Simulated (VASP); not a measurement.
Set up this calculation in VASP 6.6.1, as the native input.

```
Task                   : single point
Functional             : LDA
Potentials or basis    : VASP PAW LDA potentials, release 64 (Cu_sv_GW, O)
Cutoff                 : 820 eV
k mesh                 : 10 × 10 × 5
Occupations            : fermi-dirac, width 0.05 eV
Spin                   : no spin polarisation
Dipole correction      : no
Further INCAR settings : ALGO = Normal; EDIFF = 1e-06; NBANDS = 33
```

The structure of CuO lies in POSCAR:

```
CuO
1.0
    2.3906352041     -1.7470046099      0.0000000000
    2.3906352041      1.7470046099      0.0000000000
   -0.8774322550      0.0000000000      5.1586662202
Cu O
2 2
Direct
    0.4968000000      0.0032000000      0.5000000000
    0.0032000000      0.4968000000      0.0000000000
    0.4056000000      0.5714000000      0.7537000000
    0.5714000000      0.4056000000      0.2537000000
```

These files were run (other wordings do the same):

INCAR

```
SYSTEM = CuO
PREC = Accurate
ENCUT = 820
EDIFF = 1E-6
ISMEAR = -1
SIGMA = 0.05
LREAL = .False.
LASPH = .True.
NELM = 120
ALGO = Normal
ISIF = 2
LWAVE = .False.
LCHARG = .True.
GGA = CA
LELF = .True.
LVHAR = .True.
NBANDS = 33
GGA_COMPAT = .False.
```

KPOINTS

```
Automatic mesh
0
Gamma
  10 10 5
  0 0 0
```

Potentials or basis: VASP PAW LDA potentials, release 64 (Cu_sv_GW, O).

Launch:

```sh
$ cat potpaw_LDA.64/Cu_sv_GW/POTCAR potpaw_LDA.64/O/POTCAR > POTCAR
$ mpirun -np 1 vasp_std > vasp.out
```

It gave:

* Pressure: -18.0 GPa
* Largest force: 0.802 eV/Å
* Band gap on the k mesh: zero (bands 25 and 26 overlap by 0.59 eV)

Caveat: the stress differs along the axes, from -22 to -13 GPa; semilocal functionals often make such compounds metallic where correlation or magnetic order opens a gap, which also shifts bond lengths.

Wall time 8.9 min on 1 thread of AMD EPYC 7R13 Processor (Zen 3), on a shared host, peak memory 0.42 GiB.
